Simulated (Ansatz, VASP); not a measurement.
## One calculation of KBr, two programs

The input POSCAR:

```
KBr
1.0
    0.0000000000      3.3022478147      3.3022478147
    3.2031803803      0.0000000000      3.3022478147
    3.2031803803      3.3022478147      0.0000000000
K Br
1 1
Direct
    0.0000000000      0.0000000000      0.0000000000
    0.5000000000      0.5000000000      0.5000000000
```

INCAR.step1

```
PREC     = Accurate       # precision mode
ENCUT    = 520            # plane-wave cutoff, eV
EDIFF    = 1E-5           # SCF threshold, eV
ISMEAR   = 0              # smearing method
SIGMA    = 0.01           # smearing width, eV
LREAL    = False          # projectors in reciprocal space
LASPH    = True           # aspherical terms in the spheres
NELM     = 60             # most SCF steps
ALGO     = Normal         # electronic algorithm
ISIF     = 2              # what is computed and relaxed
LWAVE    = True           # write WAVECAR
LCHARG   = False          # write CHGCAR
NBANDS   = 15             # bands
GGA      = PE             # functional
```

Contents of INCAR.step2:

```
PREC     = Accurate       # precision mode
ENCUT    = 520            # plane-wave cutoff, eV
EDIFF    = 1E-6           # SCF threshold, eV
ISMEAR   = 0              # smearing method
SIGMA    = 0.01           # smearing width, eV
LREAL    = False          # projectors in reciprocal space
LASPH    = True           # aspherical terms in the spheres
NELM     = 60             # most SCF steps
ALGO     = Normal         # electronic algorithm
ISIF     = 2              # what is computed and relaxed
LWAVE    = False          # write WAVECAR
LCHARG   = False          # write CHGCAR
GGA      = PE             # functional
LHFCALC  = True           # exact exchange
HFSCREEN = 0.2079         # screening, 1/A
PRECFOCK = Normal       
NBANDS   = 15             # bands
ISTART   = 1
```

File KPOINTS:

```
regular mesh
0
Gamma
  4 4 4
```

Input for Ansatz:

```yaml
crystal:
  lattice:
    - [0.0, 3.3022478147, 3.3022478147]
    - [3.2031803803, 0.0, 3.3022478147]
    - [3.2031803803, 3.3022478147, 0.0]
  atoms:
    - { symbol: K, position: [0.0, 0.0, 0.0] }
    - { symbol: Br, position: [0.5, 0.5, 0.5] }
kpoints:
  mp_grid: { grid: [4, 4, 4] }
  band_path:
    path:
      - [0.0, 0.0, 0.0]
      - [0.5, 0.0, 0.5]
      - [0.625, 0.25, 0.625]
      - [0.375, 0.375, 0.75]
      - [0.5, 0.5, 0.5]
      - [0.5, 0.25, 0.75]
    npoints: 1
hamiltonian:
  xc: hse06
scf:
  occupations: { method: fixed }
  n_extra_bands: 4
output:
  forces: true
  stress: true
  eigenvalues: true
```

Change from the starting cell: uniaxial_x strain -3.0%.

Alike in both runs: task single point; functional HSE06; k mesh 4 × 4 × 4; no spin polarisation.

|  | VASP | Ansatz |
| --- | --- | --- |
| version | VASP 6.6.1 | Ansatz 0.2.0 |
| potentials or method | VASP PAW PBE potentials, release 64 (K_sv, Br) | plane waves, PAW |
| plane-wave cutoff (eV) | 520 | 420 |
| occupations | gaussian, width 0.01 eV | fixed |
| valence electrons in the cell | 16 | 16 |

|  | VASP | Ansatz | Ansatz less VASP |
| --- | --- | --- | --- |
| gap on the k mesh at the Fermi level (eV) | 5.67 | 5.67 | +0.004 |
| pressure (GPa) | 1.0 | 1.0 | -0.03 |
| traceless stress, the component that is largest in VASP (GPa) | 0.82 | 0.81 | -0.011 |

Ansatz's warnings: stress exchange threshold loose, stress scf threshold loose.
